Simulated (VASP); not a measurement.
# C (C2/m) in VASP: further runs

The runs below take C through relaxation of cell and atoms, with PBEsol.

All numbers are computed with VASP 6.6.1; they aren't measurements. Logs are shortened: lines on timing, memory, paths and dates and some standing lists are left out, and cuts for length are marked.

### Step 1. The cell of the first run

It takes space group C2/m (No. 12, monoclinic). The conventional cell has a = 4.255 Å, b = 2.457 Å, c = 3.765 Å, α = 90.00°, β = 111.49°, γ = 90.00°. Within 1.9 Å of C (site symmetry m) lie 3 C at 1.42 Å.

### Step 2. Relaxation of cell and atoms, PBEsol, target pressure 20 GPa, at which the enthalpy is minimised

INCAR

```
SYSTEM = C
PREC = Accurate
ENCUT = 600
EDIFF = 1E-6
ISMEAR = -1
SIGMA = 0.05
LREAL = .False.
LASPH = .True.
NELM = 100
ALGO = Normal
ISIF = 3
LWAVE = .False.
LCHARG = .False.
GGA = PS
IBRION = 2
NSW = 60
EDIFFG = -0.01
PSTRESS = 200.0
```

KPOINTS

```
regular mesh
0
Gamma
  13 13 8
  0 0 0
```

POSCAR

```
C
1.0
    2.1273203072     -1.2282824400      0.0000000000
    2.1273203072      1.2282824400      0.0000000000
   -1.3790696309      0.0000000000      3.5028300786
C
2
Direct
    0.1666444700      0.1666444700      0.9999069600
    0.8333555300      0.8333555300      0.0000930400
```

Potentials or basis: VASP PAW PBE potentials, release 64 (C).

The run is started by

```sh
$ cat potpaw_PBE.64/C/POTCAR > POTCAR
$ mpirun -np 1 vasp_std > vasp.out
```

OUTCAR:

```text
SYSTEM = C
   PREC = Accurate
   ENCUT = 600
   EDIFF = 1E-6
   ISMEAR = -1
   LREAL = .False.
   LASPH = .True.
   NELM = 100
   ISIF = 3
   GGA = PS
   IBRION = 2
   NSW = 60
   EDIFFG = -0.01
   PSTRESS = 200.0

 ion  position               nearest neighbor table
   1  0.167  0.167  1.000-   2 1.42   2 1.42   2 1.42
   2  0.833  0.833  0.000-   1 1.42   1 1.42   1 1.42

  LATTYP: Found a base centered monoclinic cell.
 ALAT       =     4.2546406144
 B/A-ratio  =     0.5773848141
 C/A-ratio  =     0.8848045598
 COS(beta)  =    -0.3663329314

  Lattice vectors:

 A1 = (   2.1273203072,  -1.2282824400,   0.0000000000)
 A2 = (   2.1273203072,   1.2282824400,   0.0000000000)
 A3 = (  -1.3790696309,   0.0000000000,   3.5028300786)

Analysis of symmetry for initial positions (statically):
=====================================================================
 Subroutine PRICEL returns:
 Original cell was already a primitive cell.

 Routine SETGRP: Setting up the symmetry group for a
 base centered monoclinic supercell.

 Subroutine GETGRP returns: Found  4 space group operations
 (whereof  4 operations were pure point group operations)
 out of a pool of  4 trial point group operations.

The static configuration has the point symmetry C_2h.

Analysis of symmetry for dynamics (positions and initial velocities):
=====================================================================
 Subroutine PRICEL returns:
 Original cell was already a primitive cell.

 Routine SETGRP: Setting up the symmetry group for a
 base centered monoclinic supercell.

 Subroutine GETGRP returns: Found  4 space group operations
 (whereof  4 operations were pure point group operations)
 out of a pool of  4 trial point group operations.

The dynamic configuration has the point symmetry C_2h.

 Subroutine INISYM returns: Found  4 space group operations
 (whereof  4 operations are pure point group operations),
 and found     1 'primitive' translations

----------------------------------------------------------------------------------------

                                     Primitive cell

  volume of cell :      18.3054

  direct lattice vectors                    reciprocal lattice vectors
     2.127320307 -1.228282440  0.000000000     0.235037478 -0.407072497  0.092534619
     2.127320307  1.228282440  0.000000000     0.235037478  0.407072497  0.092534619
    -1.379069631  0.000000000  3.502830079     0.000000000  0.000000000  0.285483446

  length of vectors
     2.456454649  2.456454649  3.764525416     0.479075453  0.479075453  0.285483446

  position of ions in fractional coordinates (direct lattice)
     0.166644470  0.166644470  0.999906960
     0.833355530  0.833355530  0.000093040

  ion indices of the primitive-cell ions
   primitive index   ion index
                 1           1
                 2           2

----------------------------------------------------------------------------------------

 KPOINTS: regular mesh

Automatic generation of k-mesh.
 Grid dimensions read from file:
 generate k-points for:   13   13    8

 Generating k-lattice:

  Cartesian coordinates                     Fractional coordinates (reciprocal lattice)
     0.018079806 -0.031313269  0.007118048     0.076923077 -0.000000000  0.000000000
     0.018079806  0.031313269  0.007118048    -0.000000000  0.076923077  0.000000000
     0.000000000  0.000000000  0.035685431     0.000000000  0.000000000  0.125000000

  Length of vectors
     0.036851958  0.036851958  0.035685431

  Shift w.r.t. Gamma in fractional coordinates (k-lattice)
     0.000000000  0.000000000  0.000000000

 Subroutine IBZKPT returns following result:
 ===========================================

 Found    371 irreducible k-points:

 Following reciprocal coordinates:
            Coordinates               Weight
  0.000000  0.000000  0.000000      1.000000
  0.076923 -0.000000  0.000000      4.000000
  0.153846  0.000000 -0.000000      4.000000
  0.230769 -0.000000 -0.000000      4.000000
  0.307692  0.000000 -0.000000      4.000000
  0.384615  0.000000 -0.000000      4.000000
[... 16 lines left out ...]
  0.384615  0.153846 -0.000000      4.000000
  0.461538  0.153846  0.000000      4.000000
 [... further k-points ...]
   k-points           NKPTS =    371   k-points in BZ     NKDIM =    371   number of bands    NBANDS=      8
   number of dos      NEDOS =    301   number of ions     NIONS =      2
   total plane-waves  NPLWV =  12000
   dimension x,y,z NGX =    20 NGY =   20 NGZ =   30
   dimension x,y,z NGXF=    40 NGYF=   40 NGZF=   60
   ions per type =               2
   NGX,Y,Z   is equivalent  to a cutoff of  13.54, 13.54, 13.25 a.u.
   NGXF,Y,Z  is equivalent  to a cutoff of  27.07, 27.07, 26.50 a.u.
 SYSTEM =  C
   PREC   = accura    normal or accurate (medium, high low for compatibility)
   ISTART =      0    job   : 0-new  1-cont  2-samecut
   ICHARG =      2    charge: 1-file 2-atom 10-const
   ISPIN  =      1    spin polarized calculation?
   LNONCOLLINEAR =      F non collinear calculations
   LSORBIT =      F    spin-orbit coupling
   LASPH  =      T    aspherical Exc in radial PAW
   ENCUT  =  600.0 eV  44.10 Ry    6.64 a.u.   4.91  4.91  7.52*2*pi/ulx,y,z
   NELM   =    100;   NELMIN=  2; NELMDL= -5     # of ELM steps
   EDIFF  = 0.1E-05   stopping-criterion for ELM
   LREAL  =      F    real-space projection
   EDIFFG = -.1E-01   stopping-criterion for IOM
   NSW    =     60    number of steps for IOM
   IBRION =      2    ionic relax: 0-MD 1-quasi-New 2-CG
   NFREE  =      1    steps in history (QN), initial steepest desc. (CG)
   ISIF   =      3    stress and relaxation
   ISYM   =      2    0-nonsym 1-usesym 2-fastsym
   POTIM  = 0.5000    time-step for ionic-motion
   TEBEG  =    0.0;   TEEND  =   0.0 temperature during run
   PSTRESS=  200.0 pullay stress
   NELECT =       8.0000    total number of electrons
   NUPDOWN=      -1.0000    fix difference up-down
   EMIN   =  10.00;   EMAX   =-10.00  energy-range for DOS
   EFERMI =   0.00;   METHOD = LEGACY
   ISMEAR =    -1;   SIGMA  =   0.05  broadening in eV -4-tet -1-fermi 0-gaus
   EFERMI_NEDOS =   21; number of points for ismear=-14 and -15
   IALGO  =     38    algorithm
   IMIX   =      4    mixing-type and parameters
     AMIX     =   0.40;   BMIX     =  1.00
     AMIX_MAG =   1.60;   BMIX_MAG =  1.00
  volume/ion in A,a.u.               =       9.15        61.77
  Fermi-wavevector in a.u.,A,eV,Ry     =   1.242352  2.347705 20.999765  1.543439
  Thomas-Fermi vector in A             =   2.376710
   LORBIT       =      0    0 simple, 1 ext, 2 COOP (PROOUT), +10 PAW based schemes
   GGA     = PS    functional components
   LHFCALC =     F    Hartree Fock is set to
   AEXX    =    0.0000 exact exchange contribution
   IVDW    =     0    specifies the selected vdW correction
   LEPSILON=     F    determine dielectric tensor
   LRPA    =     F    only Hartree local field effects (RPA)
 conjugate gradient relaxation of ions
 non-spin polarized calculation
  energy-cutoff  :      600.00
  volume of cell :       18.31
 maximum number of plane-waves:       625
   NGX =  9   NGY =  9   NGZ = 15

--------------------------------------- Ionic step        1  -------------------------------------------

 number of electron       8.0000000 magnetization

 Free energy of the ion-electron system (eV)
  ---------------------------------------------------
  ext. energy  EPLUGINS =         0.00000000
  ---------------------------------------------------
  free energy    TOTEN  =       -19.29461489 eV

  energy without entropy =      -19.29461364  energy(sigma->0) =      -19.29461427

------------------------ aborting loop because EDIFF is reached ----------------------------------------

  FORCE on cell =-STRESS in cart. coord.  units (eV):
  Direction    XX          YY          ZZ          XY          YZ          ZX
  --------------------------------------------------------------------------------------
  -------------------------------------------------------------------------------------
  Total        0.1874690      0.1793018      0.0300141      0.0000000      0.0000000     -0.0035324
  in kB       16.4081629     15.6933267      2.6269729      0.0000000      0.0000000     -0.3091704
  external PRESSURE =    -188.4238459 kB  Pullay stress =     200.0000000 kB
[... 93 lines left out ...]
  FREE ENERGIE OF THE ION-ELECTRON SYSTEM (eV)
  ---------------------------------------------------
  free  energy   TOTEN  =       -19.2250604696 eV

  energy  without entropy=      -19.2250594246  energy(sigma->0) =      -19.22505995

  enthalpy is  TOTEN    =       -17.0807092590 eV   P V=        2.1443512106

[... ionic steps 4 to 23 ...]

--------------------------------------- Ionic step       24  -------------------------------------------

 number of electron       8.0000001 magnetization

------------------------ aborting loop because EDIFF is reached ----------------------------------------

  FORCE on cell =-STRESS in cart. coord.  units (eV):
  Direction    XX          YY          ZZ          XY          YZ          ZX
  --------------------------------------------------------------------------------------
  -------------------------------------------------------------------------------------
  Total        1.7491437      1.7567964      1.7529929      0.0000000      0.0000000     -0.0008653
  in kB      198.6879740    199.5572567    199.1252047      0.0000000      0.0000000     -0.0982870
  external PRESSURE =      -0.8765215 kB  Pullay stress =     200.0000000 kB
[... 61 lines left out ...]
  enthalpy is  TOTEN    =       -17.3649374634 eV   P V=        1.7607458276

--------------------------------------- Ionic step       26  -------------------------------------------

 number of electron       8.0000001 magnetization

 Free energy of the ion-electron system (eV)
  ---------------------------------------------------
  ext. energy  EPLUGINS =         0.00000000
  ---------------------------------------------------
  free energy    TOTEN  =       -19.12513149 eV

  energy without entropy =      -19.12511821  energy(sigma->0) =      -19.12512485

 E-fermi :   6.9626     XC(G=0): -11.9732

 val. band max:        6.6935529795   @ k =  -0.3077   0.3077   0.0000
 cond. band min:       7.2350849798   @ k =  -0.3077   0.3077   0.0000
 fundamental gap:      0.5415320003
 Fermi energy:         6.9626374087

 k-point     1 :       0.0000    0.0000    0.0000
  band No.  band energies     occupation
      1     -13.5971      2.00000
      2       1.5781      2.00000
      3       3.9535      2.00000
      4       3.9541      2.00000
      5      13.1953      0.00000
      6      15.5622      0.00000
      7      15.5640      0.00000
      8      18.4071      0.00000
[... 243 lines left out ...]
 k-point    24 :       0.4615    0.1538    0.0000
  band No.  band energies     occupation
      1      -9.2569      2.00000
      2      -4.1789      2.00000
      3      -0.7527      2.00000
      4       3.9671      2.00000
      5      10.5009      0.00000
      6      17.6105      0.00000
      7      18.8388      0.00000
      8      21.2229      0.00000

 [... further k-points ...]

------------------------ aborting loop because EDIFF is reached ----------------------------------------

  FORCE on cell =-STRESS in cart. coord.  units (eV):
  Direction    XX          YY          ZZ          XY          YZ          ZX
  --------------------------------------------------------------------------------------
  -------------------------------------------------------------------------------------
  Total        1.7680252      1.7566051      1.7500076      0.0000000      0.0000000     -0.0011082
  in kB      200.8902186    199.5926188    198.8429822      0.0000000      0.0000000     -0.1259172
  external PRESSURE =      -0.2247268 kB  Pullay stress =     200.0000000 kB
[... 17 lines left out ...]
  FREE ENERGIE OF THE ION-ELECTRON SYSTEM (eV)
  ---------------------------------------------------
  free  energy   TOTEN  =       -19.1251314872 eV

  energy  without entropy=      -19.1251182081  energy(sigma->0) =      -19.12512485

  enthalpy is  TOTEN    =       -17.3649410227 eV   P V=        1.7601904645

 reached required accuracy - stopping structural energy minimisation
```

It took 4 min on 1 thread of Intel Xeon 6975P-C (Granite Rapids), shared host; peak memory 0.17 GiB.

What came out:

```
Free energy                                                : -19.1251 eV
Relaxed volume                                             : 7.05 Å³/atom
Relaxed cell                                               : a = 2.427 Å, b = 2.427 Å, c = 3.098 Å, α = 113.05°, β = 113.05°, γ = 60.00°
Space group after relaxing (to 0.1 Å)                      : R-3m (No. 166)
Energy change on relaxing (the run minimises the enthalpy) : +84.7 meV/atom
Ionic steps                                                : 26
Pressure after relaxing                                    : 20.0 GPa
Largest force after relaxing                               : 0.005 eV/Å
```

Forces in eV/Å, atoms in the order of the input:
```
C    0.005  0.000  0.003
C   -0.005  0.000 -0.003
```

Step by step:
```
step  energy change (eV)  largest force (eV/Å)  pressure (GPa)  volume (Å³)
   1              0.0000                0.0046            1.16        18.31
   2              0.4284                0.0095           57.16        15.60
   3              0.0696                0.0013           19.97        17.18
   4              0.0674                0.0164           19.67        16.12
   5              0.4077                0.3690           29.16        12.90
   6              0.1193                0.0966           20.85        14.66
   7              0.2018                0.1835           23.17        13.87
   8              0.1761                0.1597           22.45        14.06
   9              0.1840                0.1672           22.66        14.00
  10              0.1495                0.1442           11.96        14.33
  11              0.1705                0.0774           19.37        14.10
  12              0.1724                0.0999           20.55        14.08
  13              0.1712                0.0211           19.99        14.09
  14              0.1714                0.0957           20.17        14.09
  15              0.1712                0.0214           20.05        14.09
  16              0.1710                0.0165           20.08        14.09
  17              0.1704                0.0053           20.16        14.09
  18              0.1693                0.0314           20.32        14.10
  19              0.1699                0.0146           20.24        14.10
  20              0.1686                0.0130           19.88        14.11
  21              0.1687                0.0122           19.90        14.11
  22              0.1689                0.0068           19.86        14.11
  23              0.1691                0.0213           19.89        14.10
  24              0.1690                0.0140           19.91        14.10
  25              0.1689                0.0103           19.90        14.11
  26              0.1695                0.0053           19.98        14.10
```

Final structure:
```yaml
crystal:
  lattice:
    - [2.10218, -1.21378, -0.01428]
    - [2.10218, 1.21378, -0.01428]
    - [-1.38183, 0.00000, 2.77250]
  atoms:
    - { symbol: C, position: [0.16600, 0.16600, 0.99801] }
    - { symbol: C, position: [0.83400, 0.83400, 0.00199] }
```

Caveat: the cell is relaxed towards a set pressure, so the run minimises the enthalpy, not the energy; the volume moved by over 15 % at a fixed basis, so the end points are rough; this functional lacks dispersion, which binds layers or chains, so the pressure and a relaxed spacing across them are unreliable; the PAW data sets were made with another functional, which shifts forces and pressure a little.

### Step 3. Relaxation of cell and atoms, PBEsol, target pressure 30 GPa, at which the enthalpy is minimised

INCAR

```
SYSTEM = C
ALGO     = Normal         ! electronic algorithm
EDIFF    = 1E-7           ! SCF threshold, eV
EDIFFG   = -0.01          ! ionic threshold
ENCUT    = 600            ! plane-wave cutoff, eV
GGA      = PS             ! functional
IBRION   = 2              ! ionic algorithm
ISIF     = 3              ! what is computed and relaxed
ISMEAR   = -1             ! smearing method
LASPH    = .True.         ! aspherical terms in the spheres
LCHARG   = .False.        ! write CHGCAR
LREAL    = .False.        ! projectors in reciprocal space
LWAVE    = .False.        ! write WAVECAR
NELM     = 100            ! most SCF steps
NSW      = 60             ! ionic steps
PREC     = Accurate       ! precision mode
PSTRESS  = 300.0        
SIGMA    = 0.05           ! smearing width, eV
```

KPOINTS

```
k-points
0
Gamma
  13 13 8
  0 0 0
```

POSCAR is that of step 2.

Potentials or basis: VASP PAW PBE potentials, release 64 (C).

The run is started by

```sh
$ cat potpaw_PBE.64/C/POTCAR > POTCAR
$ mpirun -np 1 vasp_std > vasp.out
```

Run time: 4.9 min. Hardware: 1 thread of Intel Xeon 6975P-C (Granite Rapids), shared host; peak memory 0.17 GiB.

Results (log left out):

| Item | Value |
| --- | --- |
| Free energy | -19.0144 eV |
| Relaxed volume | 6.69 Å³/atom |
| Relaxed cell | a = 2.415 Å, b = 2.415 Å, c = 2.994 Å, α = 113.77°, β = 113.77°, γ = 60.00° |
| Space group after relaxing (to 0.1 Å) | R-3m (No. 166) |
| Energy change on relaxing (the run minimises the enthalpy) | +140.1 meV/atom |
| Ionic steps | 27 |
| Pressure after relaxing | 30.1 GPa |
| Largest force after relaxing | 0.004 eV/Å |

Forces in eV/Å, atoms in the order of the input:
```
C    0.001  0.000 -0.004
C   -0.001  0.000  0.004
```

Step by step:
```
step  energy change (eV)  largest force (eV/Å)  pressure (GPa)  volume (Å³)
   1              0.0000                0.0045            1.15        18.31
   2              1.0780                0.0105          103.43        14.28
   3              0.1356                0.0008           28.96        16.75
   4              0.1227                0.0280           27.85        15.38
   5              1.3116                1.4743           60.77        11.11
   6              0.1710                0.1111           28.54        14.25
   7              0.3652                0.2963           33.51        13.00
   8              0.2705                0.2118           31.00        13.45
   9              0.2840                0.2239           31.35        13.37
  10              0.2973                0.2357           31.70        13.31
  11              0.2746                0.1364           26.46        13.43
  12              0.2838                0.0476           29.01        13.37
  13              0.2950                0.1241           32.81        13.31
  14              0.2874                0.0190           30.41        13.35
  15              0.2829                0.0687           30.16        13.37
  16              0.2828                0.0708           30.17        13.37
  17              0.2813                0.0529           30.05        13.38
  18              0.2775                0.0166           29.81        13.40
  19              0.2768                0.0173           29.76        13.40
  20              0.2770                0.0134           29.83        13.40
  21              0.2776                0.0018           30.02        13.40
  22              0.2788                0.0214           30.40        13.39
  23              0.2779                0.0046           30.13        13.40
  24              0.2777                0.0083           30.03        13.40
  25              0.2772                0.0168           29.80        13.40
  26              0.2780                0.0134           29.86        13.39
  27              0.2802                0.0042           30.06        13.38
```

Final structure:
```cif
data_structure
_symmetry_space_group_name_H-M 'P 1'
_symmetry_Int_Tables_number 1
_cell_length_a 2.4147
_cell_length_b 2.4147
_cell_length_c 2.9943
_cell_angle_alpha 113.771
_cell_angle_beta 113.771
_cell_angle_gamma 60.002
_cell_volume 13.38
loop_
_atom_site_label
_atom_site_type_symbol
_atom_site_fract_x
_atom_site_fract_y
_atom_site_fract_z
_atom_site_occupancy
C1 C 0.16568 0.16568 0.99705 1
C2 C 0.83432 0.83432 0.00295 1
```

Caveat: the cell is relaxed towards a set pressure, so the run minimises the enthalpy, not the energy; the volume moved by over 15 % at a fixed basis, so the end points are rough; this functional lacks dispersion, which binds layers or chains, so the pressure and a relaxed spacing across them are unreliable; the PAW data sets were made with another functional, which shifts forces and pressure a little.
